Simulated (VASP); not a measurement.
# Ti2Pt3 (P4/mmm) in VASP: single point with PBE

Aim: the single point of Ti2Pt3 with PBE.

Program: VASP 6.6.1. These are calculated values, not measurements. Logs are shortened: lines on timing, memory, paths and dates and some standing lists are left out, and cuts for length are marked.

## (1) The cell of the first run

It takes space group P4/mmm (No. 123, tetragonal). Conventional cell: a = 4.220 Å, b = 4.220 Å, c = 5.210 Å, α = 90.00°, β = 90.00°, γ = 90.00°. Ti (site symmetry 4mm) has 2 Ti at 2.39 to 2.82 Å and 4 Pt at 2.42 Å within 3.2 Å. Pt (site symmetry mmm) has 2 Pt at 2.11 Å and 4 Ti at 2.42 Å within 2.8 Å. Within 2.8 Å of Pt (site symmetry 4/mmm) lie 4 Pt at 2.11 Å.

## (2) Single point, PBE

INCAR

```
ALGO = Normal ; EDIFF = 1E-7
ENCUT = 520 ; GGA = PE
ISIF = 2 ; ISMEAR = 0
LASPH = True ; LCHARG = False
LREAL = False ; LWAVE = False
NBANDS = 35 ; NELM = 100
PREC = Accurate ; SIGMA = 0.1
```

KPOINTS

```
k-points
0
Gamma
  4 4 4
```

POSCAR

```
Ti2Pt3
1.0
    4.2201574100      0.0000000000      0.0000000000
    0.0000000000      4.2201574100      0.0000000000
    0.0000000000      0.0000000000      5.2103117800
Ti Pt
2 3
Direct
    0.0000000000      0.0000000000      0.7291162200
    0.0000000000      0.0000000000      0.2708837800
    0.5000000000      0.0000000000      0.5000000000
    0.0000000000      0.5000000000      0.5000000000
    0.5000000000      0.5000000000      0.5000000000
```

Potentials or basis: VASP PAW PBE potentials, release 64 (Ti_sv, Pt).

Command:

```bash
$ cat potpaw_PBE.64/Ti_sv/POTCAR potpaw_PBE.64/Pt/POTCAR > POTCAR
$ mpirun -np 1 vasp_std > vasp.out
```

OUTCAR:

```text
EDIFF = 1E-7
   ENCUT = 520
   GGA = PE
   ISIF = 2
   ISMEAR = 0
   LASPH = True
   LREAL = False
   NELM = 100
   PREC = Accurate

 ion  position               nearest neighbor table
   1  0.000  0.000  0.729-   2 2.39   3 2.42   4 2.42   4 2.42   3 2.42   2 2.82
   2  0.000  0.000  0.271-   1 2.39   3 2.42   4 2.42   4 2.42   3 2.42   1 2.82
   3  0.500  0.000  0.500-   5 2.11   5 2.11   1 2.42   2 2.42   1 2.42   2 2.42   4 2.98   4 2.98
                             4 2.98   4 2.98
   4  0.000  0.500  0.500-   5 2.11   5 2.11   1 2.42   1 2.42   2 2.42   2 2.42   3 2.98   3 2.98
                             3 2.98   3 2.98
   5  0.500  0.500  0.500-   3 2.11   4 2.11   3 2.11   4 2.11

  LATTYP: Found a simple tetragonal cell.
 ALAT       =     4.2201574100
 C/A-ratio  =     1.2346249852

  Lattice vectors:

 A1 = (   4.2201574100,   0.0000000000,   0.0000000000)
 A2 = (   0.0000000000,   4.2201574100,   0.0000000000)
 A3 = (   0.0000000000,   0.0000000000,   5.2103117800)

Analysis of symmetry for initial positions (statically):
=====================================================================
 Subroutine PRICEL returns:
 Original cell was already a primitive cell.

 Routine SETGRP: Setting up the symmetry group for a
 simple tetragonal supercell.

 Subroutine GETGRP returns: Found 16 space group operations
 (whereof 16 operations were pure point group operations)
 out of a pool of 16 trial point group operations.

The static configuration has the point symmetry D_4h.

Analysis of symmetry for dynamics (positions and initial velocities):
=====================================================================
 Subroutine PRICEL returns:
 Original cell was already a primitive cell.

 Routine SETGRP: Setting up the symmetry group for a
 simple tetragonal supercell.

 Subroutine GETGRP returns: Found 16 space group operations
 (whereof 16 operations were pure point group operations)
 out of a pool of 16 trial point group operations.

The dynamic configuration has the point symmetry D_4h.

 Subroutine INISYM returns: Found 16 space group operations
 (whereof 16 operations are pure point group operations),
 and found     1 'primitive' translations

----------------------------------------------------------------------------------------

                                     Primitive cell

  volume of cell :      92.7942

  direct lattice vectors                    reciprocal lattice vectors
     4.220157410  0.000000000  0.000000000     0.236957986  0.000000000  0.000000000
     0.000000000  4.220157410  0.000000000     0.000000000  0.236957986  0.000000000
     0.000000000  0.000000000  5.210311780     0.000000000  0.000000000  0.191927094

  length of vectors
     4.220157410  4.220157410  5.210311780     0.236957986  0.236957986  0.191927094

  position of ions in fractional coordinates (direct lattice)
     0.000000000  0.000000000  0.729116220
     0.000000000  0.000000000  0.270883780
     0.500000000  0.000000000  0.500000000
     0.000000000  0.500000000  0.500000000
     0.500000000  0.500000000  0.500000000

  ion indices of the primitive-cell ions
   primitive index   ion index
                 1           1
                 2           2
                 3           3
                 4           4
                 5           5

----------------------------------------------------------------------------------------

 KPOINTS: k-points

Automatic generation of k-mesh.
 Grid dimensions read from file:
 generate k-points for:    4    4    4

 Generating k-lattice:

  Cartesian coordinates                     Fractional coordinates (reciprocal lattice)
     0.059239496  0.000000000  0.000000000     0.250000000  0.000000000  0.000000000
     0.000000000  0.059239496  0.000000000     0.000000000  0.250000000  0.000000000
     0.000000000  0.000000000  0.047981774     0.000000000  0.000000000  0.250000000

  Length of vectors
     0.059239496  0.059239496  0.047981774

  Shift w.r.t. Gamma in fractional coordinates (k-lattice)
     0.000000000  0.000000000  0.000000000

 Subroutine IBZKPT returns following result:
 ===========================================

 Found     18 irreducible k-points:

 Following reciprocal coordinates:
            Coordinates               Weight
  0.000000  0.000000  0.000000      1.000000
  0.250000  0.000000  0.000000      4.000000
  0.500000  0.000000  0.000000      2.000000
  0.250000  0.250000  0.000000      4.000000
  0.500000  0.250000  0.000000      4.000000
  0.500000  0.500000  0.000000      1.000000
[... 10 lines left out ...]
  0.500000  0.250000  0.500000      4.000000
  0.500000  0.500000  0.500000      1.000000
   k-points           NKPTS =     18   k-points in BZ     NKDIM =     18   number of bands    NBANDS=     35
   number of dos      NEDOS =    301   number of ions     NIONS =      5
   total plane-waves  NPLWV =  40960
   dimension x,y,z NGX =    32 NGY =   32 NGZ =   40
   dimension x,y,z NGXF=    64 NGYF=   64 NGZF=   80
   ions per type =               2   3
   NGX,Y,Z   is equivalent  to a cutoff of  12.61, 12.61, 12.76 a.u.
   NGXF,Y,Z  is equivalent  to a cutoff of  25.21, 25.21, 25.53 a.u.
 SYSTEM =  unknown system
   PREC   = accura    normal or accurate (medium, high low for compatibility)
   ISTART =      0    job   : 0-new  1-cont  2-samecut
   ICHARG =      2    charge: 1-file 2-atom 10-const
   ISPIN  =      1    spin polarized calculation?
   LNONCOLLINEAR =      F non collinear calculations
   LSORBIT =      F    spin-orbit coupling
   LASPH  =      T    aspherical Exc in radial PAW
   ENCUT  =  520.0 eV  38.22 Ry    6.18 a.u.   7.85  7.85  9.69*2*pi/ulx,y,z
   NELM   =    100;   NELMIN=  2; NELMDL= -5     # of ELM steps
   EDIFF  = 0.1E-06   stopping-criterion for ELM
   LREAL  =      F    real-space projection
   EDIFFG = 0.1E-05   stopping-criterion for IOM
   NSW    =      0    number of steps for IOM
   IBRION =     -1    ionic relax: 0-MD 1-quasi-New 2-CG
   NFREE  =      0    steps in history (QN), initial steepest desc. (CG)
   ISIF   =      2    stress and relaxation
   ISYM   =      2    0-nonsym 1-usesym 2-fastsym
   POTIM  = 0.5000    time-step for ionic-motion
   TEBEG  =    0.0;   TEEND  =   0.0 temperature during run
   PSTRESS=    0.0 pullay stress
   NELECT =      54.0000    total number of electrons
   NUPDOWN=      -1.0000    fix difference up-down
   EMIN   =  10.00;   EMAX   =-10.00  energy-range for DOS
   EFERMI =   0.00;   METHOD = LEGACY
   ISMEAR =     0;   SIGMA  =   0.10  broadening in eV -4-tet -1-fermi 0-gaus
   EFERMI_NEDOS =   21; number of points for ismear=-14 and -15
   IALGO  =     38    algorithm
   IMIX   =      4    mixing-type and parameters
     AMIX     =   0.40;   BMIX     =  1.00
     AMIX_MAG =   1.60;   BMIX_MAG =  1.00
  volume/ion in A,a.u.               =      18.56       125.24
  Fermi-wavevector in a.u.,A,eV,Ry     =   1.366781  2.582842 25.416929  1.868092
  Thomas-Fermi vector in A             =   2.492892
   LORBIT       =      0    0 simple, 1 ext, 2 COOP (PROOUT), +10 PAW based schemes
   GGA     = PE    functional components
   LHFCALC =     F    Hartree Fock is set to
   AEXX    =    0.0000 exact exchange contribution
   IVDW    =     0    specifies the selected vdW correction
   LEPSILON=     F    determine dielectric tensor
   LRPA    =     F    only Hartree local field effects (RPA)
 non-spin polarized calculation
 Gauss-broadening in eV      SIGMA  =   0.10
  energy-cutoff  :      520.00
  volume of cell :       92.79
 maximum number of plane-waves:      2516
 NGX is ok and might be reduce to    32
   NGX = 15   NGY = 15   NGZ = 19

 number of electron      53.9999994 magnetization

 Free energy of the ion-electron system (eV)
  ---------------------------------------------------
  ext. energy  EPLUGINS =         0.00000000
  ---------------------------------------------------
  free energy    TOTEN  =       -20.45304208 eV

  energy without entropy =      -20.39927863  energy(sigma->0) =      -20.42616035

 E-fermi :   8.9649     XC(G=0): -11.0504

 val. band max:        8.9619173928   @ k =   0.2500   0.0000   0.0000
 cond. band min:       9.0079181131   @ k =   0.5000   0.5000   0.0000
 fundamental gap:      0.0460007203
 Fermi energy:         8.9649271847

 k-point     1 :       0.0000    0.0000    0.0000
  band No.  band energies     occupation
      1     -48.3516      2.00000
      2     -48.1408      2.00000
      3     -25.0725      2.00000
      4     -24.7381      2.00000
      5     -24.7381      2.00000
      6     -24.6240      2.00000
[... 27 lines left out ...]
     34      11.2789      0.00000
     35      11.7028      0.00000

 k-point     2 :       0.2500    0.0000    0.0000
  band No.  band energies     occupation
      1     -48.3482      2.00000
      2     -48.1420      2.00000
      3     -25.0602      2.00000
      4     -24.7670      2.00000
      5     -24.7396      2.00000
      6     -24.6234      2.00000
[... 27 lines left out ...]
     34      11.4146      0.00000
     35      11.5195      0.00000

 k-point     3 :       0.5000    0.0000    0.0000
  band No.  band energies     occupation
      1     -48.3448      2.00000
      2     -48.1432      2.00000
      3     -25.0457      2.00000
      4     -24.7981      2.00000
      5     -24.7410      2.00000
      6     -24.6228      2.00000
[... 27 lines left out ...]
     34      11.3087      0.00000
     35      11.7409      0.00000
[... 495 lines left out ...]
 k-point    17 :       0.5000    0.2500    0.5000
  band No.  band energies     occupation
      1     -48.3147      2.00000
      2     -48.1723      2.00000
      3     -24.8190      2.00000
      4     -24.7751      2.00000
      5     -24.7423      2.00000
      6     -24.6331      2.00000
[... 27 lines left out ...]
     34      10.0592      0.00000
     35      11.4438      0.00000

 k-point    18 :       0.5000    0.5000    0.5000
  band No.  band energies     occupation
      1     -48.3113      2.00000
      2     -48.1735      2.00000
      3     -24.8011      2.00000
      4     -24.7762      2.00000
      5     -24.7762      2.00000
      6     -24.6190      2.00000
[... 27 lines left out ...]
     34      10.8228      0.00000
     35      11.9494      0.00000

------------------------ aborting loop because EDIFF is reached ----------------------------------------

  FORCE on cell =-STRESS in cart. coord.  units (eV):
  Direction    XX          YY          ZZ          XY          YZ          ZX
  --------------------------------------------------------------------------------------
  -------------------------------------------------------------------------------------
  Total       75.9366381     75.9366381     11.4908249      0.0000000     -0.0000000      0.0000000
  in kB     1311.1154535   1311.1154535    198.3995933      0.0000000     -0.0000000      0.0000000
  external PRESSURE =     940.2101667 kB  Pullay stress =       0.0000000 kB

 VOLUME and BASIS-vectors are now :
 -----------------------------------------------------------------------------
  energy-cutoff  :      520.00
  volume of cell :       92.79
      direct lattice vectors                 reciprocal lattice vectors
     4.220157410  0.000000000  0.000000000     0.236957986  0.000000000  0.000000000
     0.000000000  4.220157410  0.000000000     0.000000000  0.236957986  0.000000000
     0.000000000  0.000000000  5.210311780     0.000000000  0.000000000  0.191927094

 POSITION                                       TOTAL-FORCE (eV/Angst)
 -----------------------------------------------------------------------------------
      0.00000      0.00000      3.79892         0.000000      0.000000      4.238992
      0.00000      0.00000      1.41139        -0.000000      0.000000     -4.238992
      2.11008      0.00000      2.60516        -0.000000     -0.000000      0.000000
      0.00000      2.11008      2.60516        -0.000000     -0.000000      0.000000
      2.11008      2.11008      2.60516        -0.000000     -0.000000      0.000000
 -----------------------------------------------------------------------------------
    total drift:                                0.000000      0.000000     -0.000000

  FREE ENERGIE OF THE ION-ELECTRON SYSTEM (eV)
  ---------------------------------------------------
  free  energy   TOTEN  =       -20.4530420766 eV

  energy  without entropy=      -20.3992786296  energy(sigma->0) =      -20.42616035
```

It took 2 min on 1 thread of Intel Xeon 8259CL, shared host; peak memory 0.19 GiB.

Results:

| Property | Result |
| --- | --- |
| Free energy | -20.4530 eV |
| Pressure | 94.0 GPa |
| Largest force | 4.239 eV/Å |
| Band gap on the k mesh | zero (band 27 reaches 9.18 eV, above the bottom of band 28 at 8.63 eV) |

Forces on the atoms (eV/Å):
```
Ti   0.000  0.000  4.239
Ti   0.000  0.000 -4.239
Pt   0.000  0.000  0.000
Pt   0.000  0.000  0.000
Pt   0.000  0.000  0.000
```

Levels at points of the mesh, in eV from the Fermi level:
```csv
k point,band 25,band 26,band 27,band 28,band 29,band 30
"(0.00, 0.00, 0.00)",-1.32,-0.45,-0.25,0.07,0.07,0.53
"(0.50, 0.00, 0.00)",-1.42,-0.29,-0.05,0.08,0.24,0.64
"(0.50, 0.50, 0.00)",-2.42,-2.05,-2.05,0.04,0.75,0.86
"(0.00, 0.00, 0.50)",-0.75,-0.40,0.05,0.05,0.26,0.34
"(0.50, 0.00, 0.50)",-1.12,-0.99,-0.07,0.15,0.25,0.45
"(0.50, 0.50, 0.50)",-1.96,-1.96,-0.70,-0.13,-0.13,0.19
```

Caveat: the k points lie up to 0.37 Å⁻¹ apart; spin-orbit coupling is left out, which moves the levels of the heavy elements; forces of over 1 eV/Å act on the atoms, so gaps and moduli don't describe the material at rest.
